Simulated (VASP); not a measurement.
# Ba (Im-3m) in VASP: further runs

Runs on Ba. Level: LDA. Tasks: single point.

All numbers are computed with VASP 6.6.1; they aren't measurements. Logs are shortened: lines on timing, memory, paths and dates and some standing lists are left out, and cuts for length are marked.

**1. The cell of the first run**

The structure is cubic, space group Im-3m (No. 229). Conventional cell: a = 4.758 Å, b = 4.758 Å, c = 4.758 Å, α = 90.00°, β = 90.00°, γ = 90.00°. Within 5.4 Å of Ba (site symmetry m-3m) lie 14 Ba at 4.12 to 4.76 Å.

**2. Single point, LDA**

INCAR reads:

```
PREC = Accurate
ENCUT = 520
EDIFF = 1E-7
ISMEAR = -1
SIGMA = 0.1
LREAL = False
LASPH = True
NELM = 100
ALGO = Normal
ISIF = 2
LWAVE = False
LCHARG = False
GGA = CA
NBANDS = 11
```

KPOINTS reads:

```
regular mesh
0
Gamma
  9 9 9
```

POSCAR reads:

```
Ba
1.0
   -2.3789385171      2.3789385171      2.3789385171
    2.3789385171     -2.3789385171      2.3789385171
    2.3789385171      2.3789385171     -2.3789385171
Ba
1
Direct
    0.0000000000      0.0000000000      0.0000000000
```

Potentials or basis: VASP PAW LDA potentials, release 64 (Ba_sv).

On the command line:

```
$ cat potpaw_LDA.64/Ba_sv/POTCAR > POTCAR
$ mpirun -np 1 vasp_std > vasp.out
```

OUTCAR:

```text
PREC = Accurate
   ENCUT = 520
   EDIFF = 1E-7
   ISMEAR = -1
   LREAL = False
   LASPH = True
   NELM = 100
   ISIF = 2
   GGA = CA

 ion  position               nearest neighbor table
   1  0.000  0.000  0.000-

  LATTYP: Found a body centered cubic cell.
 ALAT       =     4.7578770342

  Lattice vectors:

 A1 = (  -2.3789385171,   2.3789385171,   2.3789385171)
 A2 = (   2.3789385171,  -2.3789385171,   2.3789385171)
 A3 = (   2.3789385171,   2.3789385171,  -2.3789385171)

Analysis of symmetry for initial positions (statically):
=====================================================================
 Subroutine PRICEL returns:
 Original cell was already a primitive cell.

 Routine SETGRP: Setting up the symmetry group for a
 body centered cubic supercell.

 Subroutine GETGRP returns: Found 48 space group operations
 (whereof 48 operations were pure point group operations)
 out of a pool of 48 trial point group operations.

The static configuration has the point symmetry O_h .

Analysis of symmetry for dynamics (positions and initial velocities):
=====================================================================
 Subroutine PRICEL returns:
 Original cell was already a primitive cell.

 Routine SETGRP: Setting up the symmetry group for a
 body centered cubic supercell.

 Subroutine GETGRP returns: Found 48 space group operations
 (whereof 48 operations were pure point group operations)
 out of a pool of 48 trial point group operations.

The dynamic configuration has the point symmetry O_h .

 Subroutine INISYM returns: Found 48 space group operations
 (whereof 48 operations are pure point group operations),
 and found     1 'primitive' translations

----------------------------------------------------------------------------------------

                                     Primitive cell

  volume of cell :      53.8530

  direct lattice vectors                    reciprocal lattice vectors
    -2.378938517  2.378938517  2.378938517     0.000000000  0.210177773  0.210177773
     2.378938517 -2.378938517  2.378938517     0.210177773  0.000000000  0.210177773
     2.378938517  2.378938517 -2.378938517     0.210177773  0.210177773  0.000000000

  length of vectors
     4.120442380  4.120442380  4.120442380     0.297236257  0.297236257  0.297236257

  position of ions in fractional coordinates (direct lattice)
     0.000000000  0.000000000  0.000000000

  ion indices of the primitive-cell ions
   primitive index   ion index
                 1           1

----------------------------------------------------------------------------------------

 KPOINTS: regular mesh

Automatic generation of k-mesh.
 Grid dimensions read from file:
 generate k-points for:    9    9    9

 Generating k-lattice:

  Cartesian coordinates                     Fractional coordinates (reciprocal lattice)
     0.000000000  0.023353086  0.023353086     0.111111111  0.000000000  0.000000000
     0.023353086  0.000000000  0.023353086     0.000000000  0.111111111  0.000000000
     0.023353086  0.023353086  0.000000000     0.000000000  0.000000000  0.111111111

  Length of vectors
     0.033026251  0.033026251  0.033026251

  Shift w.r.t. Gamma in fractional coordinates (k-lattice)
     0.000000000  0.000000000  0.000000000

 Subroutine IBZKPT returns following result:
 ===========================================

 Found     35 irreducible k-points:

 Following reciprocal coordinates:
            Coordinates               Weight
  0.000000  0.000000  0.000000      1.000000
  0.111111  0.000000  0.000000     12.000000
  0.222222  0.000000  0.000000     12.000000
  0.333333  0.000000  0.000000     12.000000
  0.444444  0.000000  0.000000     12.000000
  0.111111  0.111111  0.000000     24.000000
[... 16 lines left out ...]
 -0.333333  0.444444  0.111111     48.000000
 -0.444444 -0.444444  0.111111     24.000000
 [... further k-points ...]
   k-points           NKPTS =     35   k-points in BZ     NKDIM =     35   number of bands    NBANDS=     11
   number of dos      NEDOS =    301   number of ions     NIONS =      1
   total plane-waves  NPLWV =  32768
   dimension x,y,z NGX =    32 NGY =   32 NGZ =   32
   dimension x,y,z NGXF=    64 NGYF=   64 NGZF=   64
   ions per type =               1
   NGX,Y,Z   is equivalent  to a cutoff of  12.91, 12.91, 12.91 a.u.
   NGXF,Y,Z  is equivalent  to a cutoff of  25.82, 25.82, 25.82 a.u.
 SYSTEM =  unknown system
   PREC   = accura    normal or accurate (medium, high low for compatibility)
   ISTART =      0    job   : 0-new  1-cont  2-samecut
   ICHARG =      2    charge: 1-file 2-atom 10-const
   ISPIN  =      1    spin polarized calculation?
   LNONCOLLINEAR =      F non collinear calculations
   LSORBIT =      F    spin-orbit coupling
   LASPH  =      T    aspherical Exc in radial PAW
   ENCUT  =  520.0 eV  38.22 Ry    6.18 a.u.   7.66  7.66  7.66*2*pi/ulx,y,z
   NELM   =    100;   NELMIN=  2; NELMDL= -5     # of ELM steps
   EDIFF  = 0.1E-06   stopping-criterion for ELM
   LREAL  =      F    real-space projection
   EDIFFG = 0.1E-05   stopping-criterion for IOM
   NSW    =      0    number of steps for IOM
   IBRION =     -1    ionic relax: 0-MD 1-quasi-New 2-CG
   NFREE  =      0    steps in history (QN), initial steepest desc. (CG)
   ISIF   =      2    stress and relaxation
   ISYM   =      2    0-nonsym 1-usesym 2-fastsym
   POTIM  = 0.5000    time-step for ionic-motion
   TEBEG  =    0.0;   TEEND  =   0.0 temperature during run
   PSTRESS=    0.0 pullay stress
   NELECT =      10.0000    total number of electrons
   NUPDOWN=      -1.0000    fix difference up-down
   EMIN   =  10.00;   EMAX   =-10.00  energy-range for DOS
   EFERMI =   0.00;   METHOD = LEGACY
   ISMEAR =    -1;   SIGMA  =   0.10  broadening in eV -4-tet -1-fermi 0-gaus
   EFERMI_NEDOS =   21; number of points for ismear=-14 and -15
   IALGO  =     38    algorithm
   IMIX   =      4    mixing-type and parameters
     AMIX     =   0.40;   BMIX     =  1.00
     AMIX_MAG =   1.60;   BMIX_MAG =  1.00
  volume/ion in A,a.u.               =      53.85       363.42
  Fermi-wavevector in a.u.,A,eV,Ry     =   0.933982  1.764969 11.868654  0.872321
  Thomas-Fermi vector in A             =   2.060739
   LORBIT       =      0    0 simple, 1 ext, 2 COOP (PROOUT), +10 PAW based schemes
   GGA     = CA    functional components
   LHFCALC =     F    Hartree Fock is set to
   AEXX    =    0.0000 exact exchange contribution
   IVDW    =     0    specifies the selected vdW correction
   LEPSILON=     F    determine dielectric tensor
   LRPA    =     F    only Hartree local field effects (RPA)
 non-spin polarized calculation
  energy-cutoff  :      520.00
  volume of cell :       53.85
 maximum number of plane-waves:      1481
   NGX = 15   NGY = 15   NGZ = 15

 number of electron      10.0000000 magnetization

 number of electron       9.9999999 magnetization

 Free energy of the ion-electron system (eV)
  ---------------------------------------------------
  ext. energy  EPLUGINS =         0.00000000
  ---------------------------------------------------
  free energy    TOTEN  =        -2.26933734 eV

  energy without entropy =       -2.22768914  energy(sigma->0) =       -2.24851324

 E-fermi :   2.0008     XC(G=0):  -8.1426

 val. band max:        1.9763588428   @ k =  -0.3333   0.4444   0.2222
 cond. band min:       2.0162478490   @ k =   0.3333   0.3333   0.0000
 fundamental gap:      0.0398890062
 Fermi energy:         2.0007506717

 k-point     1 :       0.0000    0.0000    0.0000
  band No.  band energies     occupation
      1     -26.6015      2.00000
      2     -11.4410      2.00000
      3     -11.4410      2.00000
      4     -11.4410      2.00000
      5      -0.8297      2.00000
      6       3.9045      0.00000
      7       3.9045      0.00000
      8       3.9045      0.00000
      9       5.5942      0.00000
     10       5.5942      0.00000
     11       9.4097      0.00000

 k-point     2 :       0.1111    0.0000    0.0000
  band No.  band energies     occupation
      1     -26.5915      2.00000
      2     -11.5398      2.00000
      3     -11.4703      2.00000
      4     -11.4419      2.00000
      5      -0.5516      2.00000
      6       3.6886      0.00000
      7       3.7815      0.00000
      8       4.1903      0.00000
      9       5.2782      0.00000
     10       5.5732      0.00000
     11       9.7222      0.00000

 k-point     3 :       0.2222    0.0000    0.0000
  band No.  band energies     occupation
      1     -26.5660      2.00000
      2     -11.7774      2.00000
      3     -11.5429      2.00000
      4     -11.4444      2.00000
      5       0.1434      2.00000
      6       3.2402      0.00001
      7       3.3358      0.00000
      8       5.0197      0.00000
      9       5.2357      0.00000
     10       5.6115      0.00000
     11      10.0889      0.00000

 k-point     4 :       0.3333    0.0000    0.0000
  band No.  band energies     occupation
      1     -26.5367      2.00000
      2     -12.0292      2.00000
      3     -11.6232      2.00000
      4     -11.4472      2.00000
      5       0.7869      1.99999
      6       2.8348      0.00048
      7       3.1961      0.00001
      8       5.5394      0.00000
      9       5.8381      0.00000
     10       6.3009      0.00000
     11       9.2565      0.00000

 k-point     5 :       0.4444    0.0000    0.0000
  band No.  band energies     occupation
      1     -26.5175      2.00000
      2     -12.1847      2.00000
      3     -11.6744      2.00000
      4     -11.4492      2.00000
      5       0.9503      1.99995
      6       2.6082      0.00459
      7       3.7087      0.00000
      8       5.6310      0.00000
      9       6.1930      0.00000
     10       7.7299      0.00000
     11       8.3148      0.00000

 k-point     6 :       0.1111    0.1111    0.0000
  band No.  band energies     occupation
      1     -26.5737      2.00000
      2     -11.7030      2.00000
      3     -11.5048      2.00000
      4     -11.4650      2.00000
      5      -0.0541      2.00000
      6       3.4073      0.00000
      7       3.4109      0.00000
      8       4.7889      0.00000
      9       4.9993      0.00000
     10       5.7565      0.00000
     11      10.0974      0.00000

 k-point     7 :       0.2222    0.1111    0.0000
  band No.  band energies     occupation
      1     -26.5463      2.00000
      2     -11.9260      2.00000
      3     -11.5939      2.00000
      4     -11.4764      2.00000
      5       0.6941      2.00000
      6       2.9427      0.00016
      7       3.0759      0.00004
      8       5.1034      0.00000
      9       5.8782      0.00000
     10       6.0101      0.00000
     11       9.9023      0.00000

 k-point     8 :       0.3333    0.1111    0.0000
  band No.  band energies     occupation
      1     -26.5220      2.00000
      2     -12.1076      2.00000
      3     -11.6790      2.00000
      4     -11.4813      2.00000
      5       1.1259      1.99968
      6       2.6962      0.00191
      7       3.2190      0.00001
      8       5.4282      0.00000
      9       6.1869      0.00000
     10       7.2416      0.00000
     11       9.0450      0.00000
[... 141 lines left out ...]
 k-point    19 :      -0.2222    0.2222    0.1111
  band No.  band energies     occupation
      1     -26.5571      2.00000
      2     -11.7763      2.00000
      3     -11.5744      2.00000
      4     -11.5168      2.00000
      5       0.3868      2.00000
      6       3.3372      0.00000
      7       3.4786      0.00000
      8       4.3502      0.00000
      9       4.9068      0.00000
     10       6.2238      0.00000
     11      10.1874      0.00000

 k-point    20 :      -0.3333    0.3333    0.1111
  band No.  band energies     occupation
      1     -26.5288      2.00000
      2     -12.0118      2.00000
      3     -11.6565      2.00000
      4     -11.5157      2.00000
      5       1.0328      1.99987
      6       2.9475      0.00015
      7       3.1057      0.00003
      8       4.7785      0.00000
      9       6.1857      0.00000
     10       6.2821      0.00000
     11       9.3196      0.00000

 k-point    21 :      -0.2222    0.3333    0.1111
  band No.  band energies     occupation
      1     -26.5315      2.00000
      2     -11.9301      2.00000
      3     -11.6661      2.00000
      4     -11.5586      2.00000
      5       1.0670      1.99982
      6       2.7871      0.00077
      7       3.4515      0.00000
      8       4.3766      0.00000
      9       5.7236      0.00000
     10       6.3410      0.00000
     11       9.5508      0.00000

 k-point    22 :      -0.4444    0.4444    0.1111
  band No.  band energies     occupation
      1     -26.5102      2.00000
      2     -12.1585      2.00000
      3     -11.7087      2.00000
      4     -11.5142      2.00000
      5       1.1958      1.99936
      6       2.8919      0.00027
      7       3.2256      0.00001
      8       4.8591      0.00000
      9       6.5502      0.00000
     10       7.6343      0.00000
     11       9.2709      0.00000

 k-point    23 :      -0.3333    0.4444    0.1111
  band No.  band energies     occupation
      1     -26.5088      2.00000
      2     -12.0710      2.00000
      3     -11.7622      2.00000
      4     -11.5639      2.00000
      5       1.5368      1.98086
      6       2.5506      0.00815
      7       3.2408      0.00001
      8       4.7440      0.00000
      9       6.1047      0.00000
     10       7.2992      0.00000
     11       9.4658      0.00000

 k-point    24 :      -0.4444   -0.4444    0.1111
  band No.  band energies     occupation
      1     -26.4997      2.00000
      2     -12.1260      2.00000
      3     -11.8009      2.00000
      4     -11.5635      2.00000
      5       1.5710      1.97317
      6       2.8571      0.00038
      7       2.9439      0.00016
      8       4.7107      0.00000
      9       6.6106      0.00000
     10       8.3538      0.00000
     11       8.8323      0.00000

 [... further k-points ...]
[... 5 lines left out ...]
  --------------------------------------------------------------------------------------
  -------------------------------------------------------------------------------------
  Total        0.0261376      0.0261376      0.0261376      0.0000000      0.0000000     -0.0000000
  in kB        0.7776178      0.7776178      0.7776178      0.0000000      0.0000000     -0.0000000
  external PRESSURE =       0.7776178 kB  Pullay stress =       0.0000000 kB

 VOLUME and BASIS-vectors are now :
 -----------------------------------------------------------------------------
  energy-cutoff  :      520.00
  volume of cell :       53.85
      direct lattice vectors                 reciprocal lattice vectors
    -2.378938517  2.378938517  2.378938517     0.000000000  0.210177773  0.210177773
     2.378938517 -2.378938517  2.378938517     0.210177773  0.000000000  0.210177773
     2.378938517  2.378938517 -2.378938517     0.210177773  0.210177773  0.000000000

 POSITION                                       TOTAL-FORCE (eV/Angst)
 -----------------------------------------------------------------------------------
      0.00000      0.00000      0.00000         0.000000      0.000000     -0.000000
 -----------------------------------------------------------------------------------
    total drift:                               -0.000000     -0.000000     -0.000000

  FREE ENERGIE OF THE ION-ELECTRON SYSTEM (eV)
  ---------------------------------------------------
  free  energy   TOTEN  =        -2.2693373392 eV

  energy  without entropy=       -2.2276891447  energy(sigma->0) =       -2.24851324
```

It took 7.8 s on 1 thread of Intel Xeon Platinum 8488C (Sapphire Rapids), shared host; peak memory 0.16 GiB.

Results:

```yaml
Free_energy: -2.2693 eV
Pressure: 0.1 GPa
Band_gap_on_the_k_mesh: zero (bands 5 and 6 overlap by 1.26 eV)
```

Levels at points of the mesh, in eV from the Fermi level:
```
           k point  band 3  band 4  band 5  band 6  band 7  band 8
(0.00, 0.00, 0.00)  -13.44  -13.44   -2.83    1.90    1.90    1.90
```

Caveat: spin-orbit coupling is left out, which moves the levels of the heavy elements.

**3. Single point, LDA (47.39 Å³/atom)**

This run uses another cell than the first one, of 47.39 Å³/atom.

INCAR reads:

```
PREC = Accurate
ENCUT = 520
EDIFF = 1E-7
ISMEAR = -1
SIGMA = 0.1
LREAL = False
LASPH = True
NELM = 80
ALGO = Normal
ISIF = 2
LWAVE = False
LCHARG = True
LELF = True
LVHAR = True
NBANDS = 11
```

KPOINTS reads:

```
Automatic mesh
0
Gamma
  15 15 15
```

POSCAR reads:

```
Ba
1.0
   -2.2796986499      2.2796986499      2.2796986499
    2.2796986499     -2.2796986499      2.2796986499
    2.2796986499      2.2796986499     -2.2796986499
Ba
1
Direct
    0.0000000000      0.0000000000      0.0000000000
```

Potentials or basis: VASP PAW LDA potentials, release 64 (Ba_sv).

On the command line:

```
$ cat potpaw_LDA.64/Ba_sv/POTCAR > POTCAR
$ mpirun -np 1 vasp_std > vasp.out
```

Wall time 32 s (1 thread of Intel Xeon Platinum 8488C (Sapphire Rapids), shared host); peak memory 0.19 GiB.

The run converged. Its results:

```
Free energy            : -2.2352 eV
Pressure               : 1.7 GPa
Band gap on the k mesh : zero (bands 5 and 6 overlap by 1.61 eV)
```

Levels at points of the mesh, in eV from the Fermi level:
| k point | band 3 | band 4 | band 5 | band 6 | band 7 | band 8 |
| --- | --- | --- | --- | --- | --- | --- |
| (0.00, 0.00, 0.00) | -13.14 | -13.14 | -2.81 | 2.04 | 2.04 | 2.04 |

Caveat: spin-orbit coupling is left out, which moves the levels of the heavy elements.

The gap in the log of VASP goes by the Fermi energy; the results here count the filled bands.